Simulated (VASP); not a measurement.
# Sn: single point with PBE

Crystal: Sn.

```
Sn
1.0
     5.41807    0.82001   -0.02934
     0.96751    5.60557   -0.33537
     1.37973    2.22646    5.01467
Sn
5
Direct
  0.88959 0.17357 0.87343
  0.36355 0.70001 0.00675
  0.42893 0.02796 0.34216
  0.87219 0.43377 0.28347
  0.92628 0.75614 0.61319
```

The cell was built from a structure type or drawn by symmetry, and may not be a known phase.

```json
{"Program": "VASP 6.6.1", "Task": "single point", "Functional": "PBE", "Potentials or basis": "VASP PAW PBE potentials, release 64 (Sn_d)", "Cutoff": "520 eV", "k mesh": "4 × 4 × 4", "Occupations": "gaussian, width 0.1 eV", "Spin": "no spin polarisation"}
```

```json
{"Pressure": "-0.2 GPa", "Largest force": "0.041 eV/Å", "Band gap on the k mesh": "zero (bands 35 and 36 overlap by 1.60 eV)"}
```

Forces on the atoms (eV/Å):
```
Sn  -0.021 -0.019  0.029
Sn   0.001 -0.017 -0.018
Sn  -0.006  0.008  0.020
Sn   0.028  0.017 -0.013
Sn  -0.002  0.012 -0.018
```

Stress tensor (GPa, compression positive):
```
-0.29  0.06 -0.02
 0.06 -0.23 -0.05
-0.02 -0.05 -0.02
```

Levels at points of the mesh, in eV from the Fermi level:
```csv
k point,band 32,band 33,band 34,band 35,band 36,band 37,band 38,band 39
"(0.00, 0.00, 0.00)",-2.39,-2.16,-1.93,-1.00,-0.87,-0.59,0.45,1.19
"(0.50, 0.00, 0.00)",-2.78,-2.40,-1.40,-0.63,-0.33,-0.15,1.91,2.67
"(0.00, 0.50, 0.00)",-2.31,-1.83,-1.26,-0.90,0.38,0.74,2.20,2.66
"(0.50, 0.50, 0.00)",-1.66,-1.19,-0.41,0.29,1.02,1.50,1.92,2.16
"(0.00, 0.00, 0.50)",-2.42,-1.93,-1.36,-0.98,0.34,0.76,2.22,2.71
"(0.50, 0.00, 0.50)",-1.57,-1.10,-0.53,0.33,1.13,1.56,2.01,2.21
"(0.00, 0.50, 0.50)",-0.69,-0.35,0.04,0.25,0.58,0.81,0.96,1.44
"(0.50, 0.50, 0.50)",-3.48,-2.35,0.26,0.58,0.78,1.18,2.47,3.14
```

It took 5.2 min on 1 thread of Intel Xeon 8259CL, with other jobs on the host, peak memory 0.35 GiB.

Caveat: spin-orbit coupling is left out, which moves the levels of the heavy elements.
